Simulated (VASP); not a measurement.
# Mo: single point with PBE

Mo:

```
CELL_PARAMETERS angstrom
-1.58138 1.58138 1.58138
1.58138 -1.58138 1.58138
1.58138 1.58138 -1.58138
ATOMIC_POSITIONS crystal
Mo 0.00000 0.00000 0.00000
```

```
Program             : VASP 6.6.1
Task                : single point
Functional          : PBE
Potentials or basis : VASP PAW PBE potentials, release 64 (Mo_sv)
Cutoff              : 520 eV
k mesh              : 15 × 15 × 15
Occupations         : fermi-dirac, width 0.1 eV
Spin                : no spin polarisation
```

```yaml
Pressure: 0.2 GPa
Band_gap_on_the_k_mesh: zero (band 7 reaches 16.03 eV, above the bottom of band 8 at 11.06 eV)
```

Levels at points of the mesh, in eV from the Fermi level:
| k point | band 4 | band 5 | band 6 | band 7 | band 8 | band 9 | band 10 | band 11 |
| --- | --- | --- | --- | --- | --- | --- | --- | --- |
| (0.00, 0.00, 0.00) | -34.54 | -7.16 | -1.30 | -1.30 | -1.30 | 1.68 | 1.68 | 14.85 |

It took 20 s on 1 thread of Intel(R) Xeon(R) Platinum 8259CL CPU @ 2.50GHz (Skylake/Cascade Lake), with other jobs on the host, peak memory 0.13 GiB.
